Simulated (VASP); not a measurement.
Runs of VASP 6.6.1 on La. The structure is that of space group Im-3m (No. 229), or close to it. The cells are those of the table. 

| task | cell | cutoff (eV) | gap on the mesh (eV) | pressure (GPa) | relaxed volume (Å³/atom) |
| --- | --- | --- | --- | --- | --- |
| relaxation of cell and atoms | relaxed from a = 3.658 Å, angles 109.5°, 1 atom | 600 | none | 0.0 | (a) |
| relaxation of cell and atoms | relaxed from a = 3.647 Å, angles 109.5°, 1 atom | 600 | none | 0.0 | 37.73 |
| single point | a = 3.449 Å, angles 109.5°, 1 atom | 520 | none | 6.1 | - |
| single point | a = 3.658 Å, angles 109.5°, 1 atom | 520 | none | 0.0 | - |

Alike in all rows: level PBE; potentials or basis VASP PAW PBE potentials, release 64 (La); no spin polarisation; k mesh 14 × 14 × 14; smearing fermi-dirac 0.05 eV.

Question: Fill in the values left out.

Answer: (a) 37.74.

Caveats: spin-orbit coupling is left out, which moves the levels of the heavy elements.

A k mesh can miss the band edges, and the runs leave out spin-orbit coupling on La.

A gap of «none» marks levels without a gap at the run's occupations.
